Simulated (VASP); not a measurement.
ZnO (zincite), 4 atoms in the cell. Symmetry: P6_3mc, No. 186, hexagonal system. Conventional cell: a = 3.249 Å, b = 3.249 Å, c = 5.206 Å, α = 90.00°, β = 90.00°, γ = 120.00°. Within 2.6 Å of Zn (site symmetry 3m) lie 4 O at 1.97 to 1.98 Å. Within 2.6 Å of O (site symmetry 3m) lie 4 Zn at 1.97 to 1.98 Å. 

```yaml
Program: VASP 6.6.1
Task: relaxation of cell and atoms
Functional: PBE
Dispersion: D3(BJ)
Potentials_or_basis: VASP PAW PBE potentials, release 64 (Zn, O)
Cutoff: 600 eV
k_mesh: 9 × 9 × 5
Occupations: fermi-dirac, width 0.05 eV
Spin: no spin polarisation
Dipole_correction: no
Further_INCAR_settings: ALGO = Normal; EDIFF = 1e-07; IBRION = 2; EDIFFG = -0.01; NSW = 60; ISIF = 3
```

Potentials or basis: VASP PAW PBE potentials, release 64 (Zn, O).

Run with:

```bash
$ cat potpaw_PBE.64/Zn/POTCAR potpaw_PBE.64/O/POTCAR > POTCAR
$ mpirun -np 1 vasp_std > vasp.out
```

Hardware: 1 thread of Intel(R) Xeon(R) 6975P-C (Granite Rapids) (shared host).

Q: Estimate the wall time of this run.

A: Run time: 98 s on 1 thread of Intel(R) Xeon(R) 6975P-C (Granite Rapids) (shared host), peak memory 0.21 GiB. Counts: scf iterations 56, k points 36, ion steps 7.
